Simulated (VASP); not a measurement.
**Pb: single point with r2SCAN**

The system is Pb.

```
Pb
1.0
     0.00000    2.47502    2.47502
     2.47502    0.00000    2.47502
     2.47502    2.47502    0.00000
Pb
1
Cartesian
  0.0000 0.0000 0.0000
```

```yaml
Program: VASP 6.6.1
Task: single point
Functional: r2SCAN
Potentials_or_basis: VASP PAW PBE potentials, release 64 (Pb_d)
Cutoff: 520 eV
k_mesh: 9 × 9 × 9
Occupations: fermi-dirac, width 0.05 eV
Spin: no spin polarisation
Dipole_correction: no
Further_INCAR_settings: ALGO = Normal; EDIFF = 1e-07; NBANDS = 13
```

```yaml
Pressure: 1.1 GPa
Band_gap_on_the_k_mesh: zero (band 7 reaches 14.96 eV, above the bottom of band 8 at 5.58 eV)
```

Levels at points of the mesh, in eV from the Fermi level:
```
           k point  band 4  band 5  band 6  band 7  band 8  band 9  band 10  band 11
(0.00, 0.00, 0.00)  -17.41  -17.41  -12.13    7.90    7.90    7.90    10.59    12.46
```

Run time: 85 s on 1 thread of AMD EPYC 7R13, with other jobs on the host, peak memory 0.14 GiB.

Caveat: the PAW data sets were made with another functional, which shifts forces and pressure a little; spin-orbit coupling is left out, which moves the levels of the heavy elements.
